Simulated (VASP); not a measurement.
# BP (F-43m) in VASP: further runs

The runs below take BP through single point, with r2SCAN+D3(BJ), PBE.

Everything below comes from runs of VASP 6.6.1. Logs are shortened: lines on timing, memory, paths and dates and some standing lists are left out, and cuts for length are marked.

### Step 1. The cell of the first run

The structure is cubic, space group F-43m (No. 216). The conventional cell has a = 4.568 Å, b = 4.568 Å, c = 4.568 Å, α = 90.00°, β = 90.00°, γ = 90.00°. P (site symmetry -43m) has 4 B at 1.98 Å within 2.6 Å. B (site symmetry -43m) has 4 P at 1.98 Å within 2.6 Å.

### Step 2. Single point, r2SCAN+D3(BJ)

Contents of POSCAR:

```
BP
1.0
    0.0000000000      2.2840269280      2.2840269280
    2.2840269280      0.0000000000      2.2840269280
    2.2840269280      2.2840269280      0.0000000000
P B
1 1
Direct
    0.7500000000      0.7500000000      0.7500000000
    0.0000000000      0.0000000000      0.0000000000
```

Contents of INCAR.step1:

```
ALGO = Normal
EDIFF = 1E-4
ENCUT = 520
GGA = PE
ISMEAR = -1
LASPH = T
LCHARG = F
LREAL = F
LWAVE = T
NBANDS = 11
NELM = 80
PREC = Accurate
SIGMA = 0.05
```

Contents of INCAR.step2:

```
ALGO = Normal
EDIFF = 1E-6
ENCUT = 520
ISIF = 2
ISMEAR = -1
ISTART = 1
IVDW = 12
LASPH = T
LCHARG = F
LMIXTAU = T
LREAL = F
LWAVE = F
METAGGA = R2SCAN
NBANDS = 11
NELM = 80
PREC = Accurate
SIGMA = 0.05
VDW_A1 = 0.49484001
VDW_A2 = 5.73083694
VDW_S6 = 1.0
VDW_S8 = 0.78981345
```

Contents of KPOINTS:

```
k-points
0
Gamma
  10 10 10
```

Potentials or basis: VASP PAW PBE potentials, release 64 (P, B).

The run is started by

```
cat potpaw_PBE.64/P/POTCAR potpaw_PBE.64/B/POTCAR > POTCAR
cp INCAR.step1 INCAR
mpirun -np 1 vasp_std > vasp.out
cp INCAR.step2 INCAR
mpirun -np 1 vasp_std > vasp.out
```

OUTCAR:

```text
EDIFF = 1E-6
   ENCUT = 520
   ISIF = 2
   ISMEAR = -1
   ISTART = 1
   IVDW = 12
   LASPH = T
   LREAL = F
   METAGGA = R2SCAN
   NELM = 80
   PREC = Accurate
 IVDW          = 12

 ion  position               nearest neighbor table
   1  0.750  0.750  0.750-   2 1.98   2 1.98   2 1.98   2 1.98
   2  0.000  0.000  0.000-   1 1.98   1 1.98   1 1.98   1 1.98

  LATTYP: Found a face centered cubic cell.
 ALAT       =     4.5680538560

  Lattice vectors:

 A1 = (   0.0000000000,   2.2840269280,   2.2840269280)
 A2 = (   2.2840269280,   0.0000000000,   2.2840269280)
 A3 = (   2.2840269280,   2.2840269280,   0.0000000000)

Analysis of symmetry for initial positions (statically):
=====================================================================
 Subroutine PRICEL returns:
 Original cell was already a primitive cell.

 Routine SETGRP: Setting up the symmetry group for a
 face centered cubic supercell.

 Subroutine GETGRP returns: Found 24 space group operations
 (whereof 24 operations were pure point group operations)
 out of a pool of 48 trial point group operations.

The static configuration has the point symmetry T_d .

Analysis of symmetry for dynamics (positions and initial velocities):
=====================================================================
 Subroutine PRICEL returns:
 Original cell was already a primitive cell.

 Routine SETGRP: Setting up the symmetry group for a
 face centered cubic supercell.

 Subroutine GETGRP returns: Found 24 space group operations
 (whereof 24 operations were pure point group operations)
 out of a pool of 48 trial point group operations.

The dynamic configuration has the point symmetry T_d .

 Subroutine INISYM returns: Found 24 space group operations
 (whereof 24 operations are pure point group operations),
 and found     1 'primitive' translations

----------------------------------------------------------------------------------------

                                     Primitive cell

  volume of cell :      23.8305

  direct lattice vectors                    reciprocal lattice vectors
     0.000000000  2.284026928  2.284026928    -0.218911605  0.218911605  0.218911605
     2.284026928  0.000000000  2.284026928     0.218911605 -0.218911605  0.218911605
     2.284026928  2.284026928  0.000000000     0.218911605  0.218911605 -0.218911605

  length of vectors
     3.230101858  3.230101858  3.230101858     0.379166022  0.379166022  0.379166022

  position of ions in fractional coordinates (direct lattice)
     0.750000000  0.750000000  0.750000000
     0.000000000  0.000000000  0.000000000

  ion indices of the primitive-cell ions
   primitive index   ion index
                 1           1
                 2           2

----------------------------------------------------------------------------------------

 KPOINTS: k-points

Automatic generation of k-mesh.
 Grid dimensions read from file:
 generate k-points for:   10   10   10

 Generating k-lattice:

  Cartesian coordinates                     Fractional coordinates (reciprocal lattice)
    -0.021891160  0.021891160  0.021891160     0.100000000  0.000000000  0.000000000
     0.021891160 -0.021891160  0.021891160     0.000000000  0.100000000  0.000000000
     0.021891160  0.021891160 -0.021891160     0.000000000  0.000000000  0.100000000

  Length of vectors
     0.037916602  0.037916602  0.037916602

  Shift w.r.t. Gamma in fractional coordinates (k-lattice)
     0.000000000  0.000000000  0.000000000

 Subroutine IBZKPT returns following result:
 ===========================================

 Found     47 irreducible k-points:

 Following reciprocal coordinates:
            Coordinates               Weight
  0.000000  0.000000  0.000000      1.000000
  0.100000  0.000000  0.000000      8.000000
  0.200000  0.000000  0.000000      8.000000
  0.300000  0.000000  0.000000      8.000000
  0.400000  0.000000  0.000000      8.000000
  0.500000  0.000000  0.000000      4.000000
[... 16 lines left out ...]
  0.300000  0.300000  0.000000      6.000000
  0.400000  0.300000  0.000000     24.000000
 [... further k-points ...]
   k-points           NKPTS =     47   k-points in BZ     NKDIM =     47   number of bands    NBANDS=     11
   number of dos      NEDOS =    301   number of ions     NIONS =      2
   total plane-waves  NPLWV =  13824
   dimension x,y,z NGX =    24 NGY =   24 NGZ =   24
   dimension x,y,z NGXF=    48 NGYF=   48 NGZF=   48
   ions per type =               1   1
   NGX,Y,Z   is equivalent  to a cutoff of  12.35, 12.35, 12.35 a.u.
   NGXF,Y,Z  is equivalent  to a cutoff of  24.70, 24.70, 24.70 a.u.
 SYSTEM =  unknown system
   PREC   = accura    normal or accurate (medium, high low for compatibility)
   ISTART =      1    job   : 0-new  1-cont  2-samecut
   ICHARG =      0    charge: 1-file 2-atom 10-const
   ISPIN  =      1    spin polarized calculation?
   LNONCOLLINEAR =      F non collinear calculations
   LSORBIT =      F    spin-orbit coupling
   LASPH  =      T    aspherical Exc in radial PAW
   ENCUT  =  520.0 eV  38.22 Ry    6.18 a.u.   6.01  6.01  6.01*2*pi/ulx,y,z
   NELM   =     80;   NELMIN=  2; NELMDL=  0     # of ELM steps
   EDIFF  = 0.1E-05   stopping-criterion for ELM
   LREAL  =      F    real-space projection
   EDIFFG = 0.1E-04   stopping-criterion for IOM
   NSW    =      0    number of steps for IOM
   IBRION =     -1    ionic relax: 0-MD 1-quasi-New 2-CG
   NFREE  =      0    steps in history (QN), initial steepest desc. (CG)
   ISIF   =      2    stress and relaxation
   ISYM   =      2    0-nonsym 1-usesym 2-fastsym
   POTIM  = 0.5000    time-step for ionic-motion
   TEBEG  =    0.0;   TEEND  =   0.0 temperature during run
   PSTRESS=    0.0 pullay stress
   NELECT =       8.0000    total number of electrons
   NUPDOWN=      -1.0000    fix difference up-down
   EMIN   =  10.00;   EMAX   =-10.00  energy-range for DOS
[... 5 lines left out ...]
     AMIX     =   0.40;   BMIX     =  1.00
     AMIX_MAG =   1.60;   BMIX_MAG =  1.00
  volume/ion in A,a.u.               =      11.92        80.41
  Fermi-wavevector in a.u.,A,eV,Ry     =   1.137785  2.150102 17.613492  1.294555
  Thomas-Fermi vector in A             =   2.274490
   LORBIT       =      0    0 simple, 1 ext, 2 COOP (PROOUT), +10 PAW based schemes
   METAGGA = R2SCAN    functional components
   LHFCALC =     F    Hartree Fock is set to
   AEXX    =    0.0000 exact exchange contribution
   IVDW    =    12    specifies the selected vdW correction
   LEPSILON=     F    determine dielectric tensor
   LRPA    =     F    only Hartree local field effects (RPA)
 non-spin polarized calculation
  energy-cutoff  :      520.00
  volume of cell :       23.83
 maximum number of plane-waves:       656
   NGX = 13   NGY = 13   NGZ = 13

 number of electron       7.9999999 magnetization

 Free energy of the ion-electron system (eV)
  ---------------------------------------------------
  ext. energy  EPLUGINS =         0.00000000
  ---------------------------------------------------
  free energy    TOTEN  =       -17.30487444 eV

  energy without entropy =      -17.30487444  energy(sigma->0) =      -17.30487444

 E-fermi :   7.8725     XC(G=0): -11.4114

 val. band max:        7.1543743172   @ k =   0.0000   0.0000   0.0000
 cond. band min:       8.6271865182   @ k =   0.4000   0.4000   0.0000
 fundamental gap:      1.4728122009
 Fermi energy:         7.8725135536

 k-point     1 :       0.0000    0.0000    0.0000
  band No.  band energies     occupation
      1      -8.9229      2.00000
      2       7.1544      2.00000
      3       7.1544      2.00000
      4       7.1544      2.00000
      5      10.7658      0.00000
      6      10.7658      0.00000
      7      10.7658      0.00000
      8      14.8487      0.00000
      9      19.4105      0.00000
     10      19.7468      0.00000
     11      19.7468      0.00000

 k-point     2 :       0.1000    0.0000    0.0000
  band No.  band energies     occupation
      1      -8.7366      2.00000
      2       5.7988      2.00000
      3       6.8482      2.00000
      4       6.8482      2.00000
      5      11.1923      0.00000
      6      11.1923      0.00000
      7      11.2349      0.00000
      8      15.4107      0.00000
      9      19.0845      0.00000
     10      19.0845      0.00000
     11      19.9911      0.00000

 k-point     3 :       0.2000    0.0000    0.0000
  band No.  band energies     occupation
      1      -8.1851      2.00000
      2       3.3654      2.00000
      3       6.2644      2.00000
      4       6.2644      2.00000
      5      11.4460      0.00000
      6      11.9509      0.00000
      7      11.9509      0.00000
      8      16.7177      0.00000
      9      18.4931      0.00000
     10      18.4931      0.00000
     11      20.8471      0.00000

 k-point     4 :       0.3000    0.0000    0.0000
  band No.  band energies     occupation
      1      -7.3006      2.00000
      2       0.9194      2.00000
      3       5.7516      2.00000
      4       5.7516      2.00000
      5      11.3429      0.00000
      6      12.3085      0.00000
      7      12.3085      0.00000
      8      17.7859      0.00000
      9      19.1080      0.00000
     10      19.1080      0.00000
     11      21.0491      0.00000

 k-point     5 :       0.4000    0.0000    0.0000
  band No.  band energies     occupation
      1      -6.2043      2.00000
      2      -1.1671      2.00000
      3       5.4255      2.00000
      4       5.4255      2.00000
      5      11.2173      0.00000
      6      12.2472      0.00000
      7      12.2472      0.00000
      8      18.0317      0.00000
      9      20.8882      0.00000
     10      20.8882      0.00000
     11      21.9936      0.00000
[... 211 lines left out ...]
 k-point    21 :      -0.3000    0.2000    0.0000
  band No.  band energies     occupation
      1      -5.9689      2.00000
      2      -0.1182      2.00000
      3       2.3376      2.00000
      4       5.1527      2.00000
      5      11.3596      0.00000
      6      13.6505      0.00000
      7      14.4558      0.00000
      8      17.0518      0.00000
      9      18.0319      0.00000
     10      20.5320      0.00000
     11      24.9421      0.00000

 k-point    22 :      -0.2000    0.2000    0.0000
  band No.  band energies     occupation
      1      -6.9987      2.00000
      2       1.6633      2.00000
      3       2.8591      2.00000
      4       5.8521      2.00000
      5      11.9463      0.00000
      6      12.7877      0.00000
      7      13.8936      0.00000
      8      15.9896      0.00000
      9      17.1207      0.00000
     10      21.5443      0.00000
     11      23.7201      0.00000

 k-point    23 :       0.3000    0.3000    0.0000
  band No.  band energies     occupation
      1      -6.7346      2.00000
      2       2.0595      2.00000
      3       3.8139      2.00000
      4       3.8139      2.00000
      5       8.9074      0.00000
      6      11.4121      0.00000
      7      16.5170      0.00000
      8      16.5170      0.00000
      9      20.8738      0.00000
     10      22.1129      0.00000
     11      24.5358      0.00000

 k-point    24 :       0.4000    0.3000    0.0000
  band No.  band energies     occupation
      1      -5.8806      2.00000
      2       0.6765      2.00000
      3       2.9740      2.00000
      4       3.5069      2.00000
      5       9.2099      0.00000
      6      11.1074      0.00000
      7      17.1605      0.00000
      8      17.1762      0.00000
      9      21.9485      0.00000
     10      23.0693      0.00000
     11      25.0039      0.00000

 [... further k-points ...]

------------------------ aborting loop because EDIFF is reached ----------------------------------------

 Edisp (eV)   -0.29508

 E8    (eV) :    -0.0801

  FORCE on cell =-STRESS in cart. coord.  units (eV):
  Direction    XX          YY          ZZ          XY          YZ          ZX
  --------------------------------------------------------------------------------------
  -------------------------------------------------------------------------------------
  Total      -0.87204    -0.87204    -0.87204     0.00000     0.00000     0.00000
  in kB     -58.62916   -58.62916   -58.62916     0.00000     0.00000     0.00000
  external pressure =      -58.63 kB  Pullay stress =        0.00 kB

 VOLUME and BASIS-vectors are now :
 -----------------------------------------------------------------------------
  energy-cutoff  :      520.00
  volume of cell :       23.83
      direct lattice vectors                 reciprocal lattice vectors
     0.000000000  2.284026928  2.284026928    -0.218911605  0.218911605  0.218911605
     2.284026928  0.000000000  2.284026928     0.218911605 -0.218911605  0.218911605
     2.284026928  2.284026928  0.000000000     0.218911605  0.218911605 -0.218911605

 POSITION                                       TOTAL-FORCE (eV/Angst)
 -----------------------------------------------------------------------------------
      3.42604      3.42604      3.42604        -0.000000     -0.000000     -0.000000
      0.00000      0.00000      0.00000         0.000000      0.000000      0.000000
 -----------------------------------------------------------------------------------
    total drift:                               -0.000000     -0.000000     -0.000000

  FREE ENERGIE OF THE ION-ELECTRON SYSTEM (eV)
  ---------------------------------------------------
  free  energy   TOTEN  =       -17.5999511119 eV

  energy  without entropy=      -17.5999511062  energy(sigma->0) =      -17.59995111
```

It took 50 s on 1 thread of AMD EPYC 7R43 (Zen 3), shared host; peak memory 0.12 GiB.

Results:

- Free energy: -17.6000 eV
- Pressure: -5.9 GPa
- Band gap on the k mesh: 1.47 eV, indirect (least direct gap 3.61 eV)
- Dispersion energy per atom: -0.148 eV

Caveat: the PAW data sets were made with another functional, which shifts forces and pressure a little. r2SCAN opens gaps a little over a GGA but as a rule still falls short of measured ones.

### Step 3. Single point, PBE

This run uses another cell than the first one, of 11.68 Å³/atom, 0.980 times its volume.

Contents of INCAR:

```
  PREC = Accurate
  ENCUT = 520
  EDIFF = 1E-7
  ISMEAR = -1
  SIGMA = 0.06
  LREAL = False
  LASPH = True
  NELM = 80
  ALGO = Normal
  ISIF = 2
  LWAVE = False
  LCHARG = False
  GGA = PE
  NBANDS = 11
```

Contents of KPOINTS:

```
regular mesh
0
Gamma
  7 7 7
```

Contents of POSCAR:

```
BP
1.0
    0.0000000000      2.2690000000      2.2690000000
    2.2690000000      0.0000000000      2.2690000000
    2.2690000000      2.2690000000      0.0000000000
P B
1 1
Direct
    0.7500000000      0.7500000000      0.7500000000
    0.0000000000      0.0000000000      0.0000000000
```

Potentials or basis: VASP PAW PBE potentials, release 64 (P, B).

The run is started by

```
cat potpaw_PBE.64/P/POTCAR potpaw_PBE.64/B/POTCAR > POTCAR
mpirun -np 1 vasp_std > vasp.out
```

Run time: 5.6 s. Hardware: 1 thread of AMD EPYC 7R13 (Zen 3), shared host; peak memory 0.1 GiB.

The run converged. Its results:

- Free energy: -12.9247 eV
- Pressure: 0.9 GPa
- Band gap on the k mesh: 1.24 eV, indirect (least direct gap 3.40 eV)

Levels at points of the mesh, in eV from the valence-band top:
| k point | band 2 | band 3 | band 4 | band 5 | band 6 | band 7 |
| --- | --- | --- | --- | --- | --- | --- |
| (0.00, 0.00, 0.00) | 0.00 | 0.00 | 0.00 | 3.40 | 3.40 | 3.40 |

A k mesh can miss the band edges.

(Continued in part 2 of 2.)
